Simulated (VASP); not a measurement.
A run of VASP 6.6.1 is set up as follows.

POSCAR

```
Tl
1.0
    3.4559983565      0.0000000000      0.0000000000
   -1.7279991783      2.9929823722      0.0000000000
    0.0000000000      0.0000000000      5.5250000000
Tl
2
Direct
    0.3333333333      0.6666666667      0.2500000000
    0.6666666667      0.3333333333      0.7500000000
```

File INCAR.step1:

```
SYSTEM = Tl
ALGO = Normal
EDIFF = 1E-4
ENCUT = 520
GGA = PE
ISMEAR = 0
LASPH = .TRUE.
LCHARG = .FALSE.
LREAL = .FALSE.
LWAVE = .TRUE.
NBANDS = 20
NELM = 100
PREC = Accurate
SIGMA = 0.15
```

Contents of INCAR.step2:

```
SYSTEM = Tl
ALGO = Normal
EDIFF = 1E-7
ENCUT = 520
ISIF = 2
ISMEAR = 0
ISTART = 1
LASPH = .TRUE.
LCHARG = .FALSE.
LMIXTAU = .TRUE.
LREAL = .FALSE.
LWAVE = .FALSE.
METAGGA = R2SCAN
NBANDS = 20
NELM = 100
PREC = Accurate
SIGMA = 0.15
```

Contents of KPOINTS:

```
k-points
0
G
  15 15 10
  0 0 0
```

Potentials or basis: VASP PAW PBE potentials, release 64 (Tl_d).

Command:

```sh
$ cat potpaw_PBE.64/Tl_d/POTCAR > POTCAR
$ cp INCAR.step1 INCAR
$ mpirun -np 1 vasp_std > vasp.out
$ cp INCAR.step2 INCAR
$ mpirun -np 1 vasp_std > vasp.out
```

(1) Predict the pressure.

(2) Predict the band gap on the k mesh.

## Answers

(1) 1.8 GPa.

(2) zero (band 13 reaches 10.19 eV, above the bottom of band 14 at 4.31 eV).

Caveat: the PAW data sets were made with another functional, which shifts forces and pressure a little; spin-orbit coupling is left out, which moves the levels of the heavy elements.
